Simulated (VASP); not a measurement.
# BN (I-4m2) in VASP: notebook

Aim: see how the results for BN move with the level of theory and the settings. Levels: PBE, HSE06. Tasks: single point.

All numbers are computed with VASP 6.6.1; they aren't measurements. Logs are shortened: lines on timing, memory, paths and dates and some standing lists are left out, and cuts for length are marked.

## 1. The cell of the first run

It takes space group I-4m2 (No. 119, tetragonal). The conventional cell has a = 2.552 Å, b = 2.552 Å, c = 3.628 Å, α = 90.00°, β = 90.00°, γ = 90.00°. Within 2.1 Å of B (site symmetry -4m2) lie 4 N at 1.57 Å. N (site symmetry -4m2) has 4 B at 1.57 Å within 2.1 Å.

## 2. Single point, PBE (uniaxial z strain +0.5%)

File INCAR:

```
  PREC = Accurate
  ENCUT = 520
  EDIFF = 1E-6
  ISMEAR = -1
  SIGMA = 0.02
  LREAL = F
  LASPH = T
  NELM = 60
  ALGO = Normal
  ISIF = 2
  LWAVE = F
  LCHARG = F
  GGA = PE
  NBANDS = 11
```

File KPOINTS:

```
regular mesh
0
Gamma
  12 12 12
```

File POSCAR:

```
BN
1.0
    0.0000000000      1.8048254497      1.8138495769
    1.8048254497      0.0000000000      1.8138495769
    1.8048254497      1.8048254497      0.0000000000
B N
1 1
Direct
    0.0000000000      0.0000000000      0.0000000000
    0.2500000000      0.2500000000      0.2500000000
```

Potentials or basis: VASP PAW PBE potentials, release 64 (B, N).

On the command line:

```
cat potpaw_PBE.64/B/POTCAR potpaw_PBE.64/N/POTCAR > POTCAR
mpirun -np 1 vasp_std > vasp.out
```

OUTCAR:

```text
PREC = Accurate
   ENCUT = 520
   EDIFF = 1E-6
   ISMEAR = -1
   LREAL = F
   LASPH = T
   NELM = 60
   ISIF = 2
   GGA = PE

 ion  position               nearest neighbor table
   1  0.000  0.000  0.000-   2 1.57   2 1.57   2 1.57   2 1.57
   2  0.250  0.250  0.250-   1 1.57   1 1.57   1 1.57   1 1.57

  LATTYP: Found a body centered tetragonal cell.
 ALAT       =     2.5524086287
 C/A-ratio  =     1.4212846301

  Lattice vectors:

 A1 = (  -1.8048254497,   0.0000000000,   1.8138495769)
 A2 = (   1.8048254497,   0.0000000000,   1.8138495769)
 A3 = (   0.0000000000,   1.8048254497,  -1.8138495769)

Analysis of symmetry for initial positions (statically):
=====================================================================
 Subroutine PRICEL returns:
 Original cell was already a primitive cell.

 Routine SETGRP: Setting up the symmetry group for a
 body centered tetragonal supercell.

 Subroutine GETGRP returns: Found  8 space group operations
 (whereof  8 operations were pure point group operations)
 out of a pool of 16 trial point group operations.

The static configuration has the point symmetry D_2d.

Analysis of symmetry for dynamics (positions and initial velocities):
=====================================================================
 Subroutine PRICEL returns:
 Original cell was already a primitive cell.

 Routine SETGRP: Setting up the symmetry group for a
 body centered tetragonal supercell.

 Subroutine GETGRP returns: Found  8 space group operations
 (whereof  8 operations were pure point group operations)
 out of a pool of 16 trial point group operations.

The dynamic configuration has the point symmetry D_2d.

 Subroutine INISYM returns: Found  8 space group operations
 (whereof  8 operations are pure point group operations),
 and found     1 'primitive' translations

----------------------------------------------------------------------------------------

                                     Primitive cell

  volume of cell :      11.8168

  direct lattice vectors                    reciprocal lattice vectors
     0.000000000  1.804825450  1.813849577    -0.277035101  0.277035101  0.275656817
     1.804825450  0.000000000  1.813849577     0.277035101 -0.277035101  0.275656817
     1.804825450  1.804825450  0.000000000     0.277035101  0.277035101 -0.275656817

  length of vectors
     2.558797607  2.558797607  2.552408629     0.479044439  0.479044439  0.479044439

  position of ions in fractional coordinates (direct lattice)
     0.000000000  0.000000000  0.000000000
     0.250000000  0.250000000  0.250000000

  ion indices of the primitive-cell ions
   primitive index   ion index
                 1           1
                 2           2

----------------------------------------------------------------------------------------

 KPOINTS: regular mesh

Automatic generation of k-mesh.
 Grid dimensions read from file:
 generate k-points for:   12   12   12

 Generating k-lattice:

  Cartesian coordinates                     Fractional coordinates (reciprocal lattice)
    -0.023086258  0.023086258  0.022971401     0.083333333  0.000000000  0.000000000
     0.023086258 -0.023086258  0.022971401     0.000000000  0.083333333  0.000000000
     0.023086258  0.023086258 -0.022971401     0.000000000  0.000000000  0.083333333

  Length of vectors
     0.039920370  0.039920370  0.039920370

  Shift w.r.t. Gamma in fractional coordinates (k-lattice)
     0.000000000  0.000000000  0.000000000

 Subroutine IBZKPT returns following result:
 ===========================================

 Found    163 irreducible k-points:

 Following reciprocal coordinates:
            Coordinates               Weight
  0.000000  0.000000  0.000000      1.000000
  0.083333  0.000000  0.000000      8.000000
  0.166667  0.000000  0.000000      8.000000
  0.250000  0.000000  0.000000      8.000000
  0.333333  0.000000  0.000000      8.000000
  0.416667  0.000000  0.000000      8.000000
[... 16 lines left out ...]
  0.500000  0.166667  0.000000      8.000000
 -0.416667  0.166667  0.000000      8.000000
 [... further k-points ...]
   k-points           NKPTS =    163   k-points in BZ     NKDIM =    163   number of bands    NBANDS=     11
   number of dos      NEDOS =    301   number of ions     NIONS =      2
   total plane-waves  NPLWV =   8000
   dimension x,y,z NGX =    20 NGY =   20 NGZ =   20
   dimension x,y,z NGXF=    40 NGYF=   40 NGZF=   40
   ions per type =               1   1
   NGX,Y,Z   is equivalent  to a cutoff of  12.99, 12.99, 13.03 a.u.
   NGXF,Y,Z  is equivalent  to a cutoff of  25.99, 25.99, 26.05 a.u.
 SYSTEM =  unknown system
   PREC   = accura    normal or accurate (medium, high low for compatibility)
   ISTART =      0    job   : 0-new  1-cont  2-samecut
   ICHARG =      2    charge: 1-file 2-atom 10-const
   ISPIN  =      1    spin polarized calculation?
   LNONCOLLINEAR =      F non collinear calculations
   LSORBIT =      F    spin-orbit coupling
   LASPH  =      T    aspherical Exc in radial PAW
   ENCUT  =  520.0 eV  38.22 Ry    6.18 a.u.   4.76  4.76  4.75*2*pi/ulx,y,z
   NELM   =     60;   NELMIN=  2; NELMDL= -5     # of ELM steps
   EDIFF  = 0.1E-05   stopping-criterion for ELM
   LREAL  =      F    real-space projection
   EDIFFG = 0.1E-04   stopping-criterion for IOM
   NSW    =      0    number of steps for IOM
   IBRION =     -1    ionic relax: 0-MD 1-quasi-New 2-CG
   NFREE  =      0    steps in history (QN), initial steepest desc. (CG)
   ISIF   =      2    stress and relaxation
   ISYM   =      2    0-nonsym 1-usesym 2-fastsym
   POTIM  = 0.5000    time-step for ionic-motion
   TEBEG  =    0.0;   TEEND  =   0.0 temperature during run
   PSTRESS=    0.0 pullay stress
   NELECT =       8.0000    total number of electrons
   NUPDOWN=      -1.0000    fix difference up-down
   EMIN   =  10.00;   EMAX   =-10.00  energy-range for DOS
   EFERMI =   0.00;   METHOD = LEGACY
   ISMEAR =    -1;   SIGMA  =   0.02  broadening in eV -4-tet -1-fermi 0-gaus
   EFERMI_NEDOS =   21; number of points for ismear=-14 and -15
   IALGO  =     38    algorithm
   IMIX   =      4    mixing-type and parameters
     AMIX     =   0.40;   BMIX     =  1.00
     AMIX_MAG =   1.60;   BMIX_MAG =  1.00
  volume/ion in A,a.u.               =       5.91        39.87
  Fermi-wavevector in a.u.,A,eV,Ry     =   1.437488  2.716459 28.114700  2.066372
  Thomas-Fermi vector in A             =   2.556560
   LORBIT       =      0    0 simple, 1 ext, 2 COOP (PROOUT), +10 PAW based schemes
   GGA     = PE    functional components
   LHFCALC =     F    Hartree Fock is set to
   AEXX    =    0.0000 exact exchange contribution
   IVDW    =     0    specifies the selected vdW correction
   LEPSILON=     F    determine dielectric tensor
   LRPA    =     F    only Hartree local field effects (RPA)
 non-spin polarized calculation
  energy-cutoff  :      520.00
  volume of cell :       11.82
 maximum number of plane-waves:       332
   NGX =  9   NGY =  9   NGZ =  9

 number of electron       7.9999999 magnetization

 Free energy of the ion-electron system (eV)
  ---------------------------------------------------
  ext. energy  EPLUGINS =         0.00000000
  ---------------------------------------------------
  free energy    TOTEN  =       -17.44954758 eV

  energy without entropy =      -17.44954758  energy(sigma->0) =      -17.44954758

 E-fermi :   7.8977     XC(G=0): -12.8194

 val. band max:        7.4127837285   @ k =   0.0000   0.0000   0.0000
 cond. band min:      11.8264309940   @ k =   0.5000   0.0000   0.5000
 fundamental gap:      4.4136472655
 Fermi energy:         7.8976807904

 k-point     1 :       0.0000    0.0000    0.0000
  band No.  band energies     occupation
      1     -12.8282      2.00000
      2       7.3631      2.00000
      3       7.4128      2.00000
      4       7.4128      2.00000
      5      16.2019      0.00000
      6      16.2019      0.00000
      7      16.2375      0.00000
      8      17.7365      0.00000
      9      32.1385      0.00000
     10      35.0259      0.00000
     11      35.2866      0.00000

 k-point     2 :       0.0833    0.0000    0.0000
  band No.  band energies     occupation
      1     -12.6592      2.00000
      2       6.4836      2.00000
      3       7.1978      2.00000
      4       7.2341      2.00000
      5      16.4150      0.00000
      6      16.4768      0.00000
      7      16.5066      0.00000
      8      18.2996      0.00000
      9      31.9351      0.00000
     10      32.8533      0.00000
     11      33.0416      0.00000

 k-point     3 :       0.1667    0.0000    0.0000
  band No.  band energies     occupation
      1     -12.1586      2.00000
      2       4.3854      2.00000
      3       6.7532      2.00000
      4       6.7994      2.00000
      5      16.7323      0.00000
      6      17.1178      0.00000
      7      17.1347      0.00000
      8      19.6273      0.00000
      9      31.2927      0.00000
     10      31.4178      0.00000
     11      31.4635      0.00000

 k-point     4 :       0.2500    0.0000    0.0000
  band No.  band energies     occupation
      1     -11.3499      2.00000
      2       1.9205      2.00000
      3       6.2403      2.00000
      4       6.2977      2.00000
      5      17.0324      0.00000
      6      17.7330      0.00000
      7      17.7361      0.00000
      8      20.9601      0.00000
      9      30.8131      0.00000
     10      30.9767      0.00000
     11      31.0317      0.00000
[... 239 lines left out ...]
 k-point    22 :       0.4167    0.1667    0.0000
  band No.  band energies     occupation
      1      -9.4136      2.00000
      2      -0.7615      2.00000
      3       4.2224      2.00000
      4       4.4811      2.00000
      5      15.9461      0.00000
      6      19.7687      0.00000
      7      20.2902      0.00000
      8      21.1998      0.00000
      9      27.7542      0.00000
     10      33.5710      0.00000
     11      35.8094      0.00000

 k-point    23 :       0.5000    0.1667    0.0000
  band No.  band energies     occupation
      1      -8.4447      2.00000
      2      -2.3206      2.00000
      3       3.6327      2.00000
      4       4.5567      2.00000
      5      16.3062      0.00000
      6      19.7016      0.00000
      7      20.0491      0.00000
      8      22.4934      0.00000
      9      28.1590      0.00000
     10      33.7618      0.00000
     11      35.0071      0.00000

 k-point    24 :      -0.4167    0.1667    0.0000
  band No.  band energies     occupation
      1      -8.2496      2.00000
      2      -2.6023      2.00000
      3       3.2322      2.00000
      4       4.8729      2.00000
      5      16.7655      0.00000
      6      19.5557      0.00000
      7      19.6501      0.00000
      8      23.0739      0.00000
      9      28.4832      0.00000
     10      32.7483      0.00000
     11      34.0585      0.00000

 [... further k-points ...]
[... 5 lines left out ...]
  --------------------------------------------------------------------------------------
  -------------------------------------------------------------------------------------
  Total        0.3036590      0.3036590      0.0758594      0.0000000      0.0000000      0.0000000
  in kB       41.1713419     41.1713419     10.2853305      0.0000000      0.0000000      0.0000000
  external PRESSURE =      30.8760047 kB  Pullay stress =       0.0000000 kB

 VOLUME and BASIS-vectors are now :
 -----------------------------------------------------------------------------
  energy-cutoff  :      520.00
  volume of cell :       11.82
      direct lattice vectors                 reciprocal lattice vectors
     0.000000000  1.804825450  1.813849577    -0.277035101  0.277035101  0.275656817
     1.804825450  0.000000000  1.813849577     0.277035101 -0.277035101  0.275656817
     1.804825450  1.804825450  0.000000000     0.277035101  0.277035101 -0.275656817

 POSITION                                       TOTAL-FORCE (eV/Angst)
 -----------------------------------------------------------------------------------
      0.00000      0.00000      0.00000         0.000000      0.000000      0.000000
      0.90241      0.90241      0.90692        -0.000000     -0.000000      0.000000
 -----------------------------------------------------------------------------------
    total drift:                               -0.000000     -0.000000      0.000000

  FREE ENERGIE OF THE ION-ELECTRON SYSTEM (eV)
  ---------------------------------------------------
  free  energy   TOTEN  =       -17.4495475771 eV

  energy  without entropy=      -17.4495475771  energy(sigma->0) =      -17.44954758
```

Wall time 25 s (1 thread of Intel Xeon 8259CL, shared host); peak memory 0.13 GiB.

What came out:

| Item | Value |
| --- | --- |
| Free energy | -17.4495 eV |
| Pressure | 3.1 GPa |
| Band gap on the k mesh | 4.41 eV, indirect (least direct gap 8.79 eV) |

Stress tensor (GPa, compression positive):
```
4.12 0.00 0.00
0.00 4.12 0.00
0.00 0.00 1.03
```

Caveat: the cell differs from its parent crystal (uniaxial z strain +0.5%). A k mesh can miss the band edges.

## 3. Single point, PBE (epitaxial xy strain +2.0%)

File INCAR:

```
SYSTEM = BN
ALGO = Normal ; EDIFF = 1E-6
ENCUT = 520 ; GGA = PE
ISIF = 2 ; ISMEAR = -1
LASPH = .True. ; LCHARG = .False.
LREAL = .False. ; LWAVE = .False.
NBANDS = 11 ; NELM = 80
PREC = Accurate ; SIGMA = 0.02
```

File KPOINTS:

```
k-points
0
Gamma
  12 12 12
  0 0 0
```

File POSCAR:

```
BN
1.0
    0.0000000000      1.8409219587      1.7893037172
    1.8409219587      0.0000000000      1.7893037172
    1.8409219587      1.8409219587      0.0000000000
B N
1 1
Direct
    0.0000000000      0.0000000000      0.0000000000
    0.2500000000      0.2500000000      0.2500000000
```

Potentials or basis: VASP PAW PBE potentials, release 64 (B, N).

On the command line:

```
cat potpaw_PBE.64/B/POTCAR potpaw_PBE.64/N/POTCAR > POTCAR
mpirun -np 1 vasp_std > vasp.out
```

Wall time 28 s (1 thread of Intel Xeon 8259CL, shared host); peak memory 0.13 GiB.

The run converged. Its results:

```
Free energy            : -17.4351 eV
Pressure               : -6.5 GPa
Band gap on the k mesh : 3.95 eV, indirect (least direct gap 8.39 eV)
```

Stress tensor (GPa, compression positive):
```
-11.93   0.00   0.00
  0.00 -11.93   0.00
  0.00   0.00   4.47
```

Levels at points of the mesh, in eV from the valence-band top:
| k point | band 1 | band 2 | band 3 | band 4 | band 5 | band 6 | band 7 | band 8 | band 9 |
| --- | --- | --- | --- | --- | --- | --- | --- | --- | --- |
| (0.00, 0.00, 0.00) | -20.11 | -0.26 | -0.26 | 0.00 | 8.39 | 8.59 | 8.59 | 9.74 | 24.09 |
| (0.50, 0.00, 0.00) | -16.01 | -10.62 | -2.27 | -1.86 | 9.42 | 10.23 | 10.74 | 14.81 | 22.88 |
| (0.50, 0.50, 0.00) | -14.48 | -8.65 | -5.20 | -5.20 | 3.95 | 8.47 | 17.38 | 17.38 | 20.54 |
| (0.50, 0.00, 0.50) | -14.79 | -9.05 | -4.82 | -4.82 | 4.42 | 9.13 | 17.08 | 17.49 | 19.96 |

Caveat: the cell differs from its parent crystal (epitaxial xy strain +2.0%).

(Part 1 of 2 ends here.)
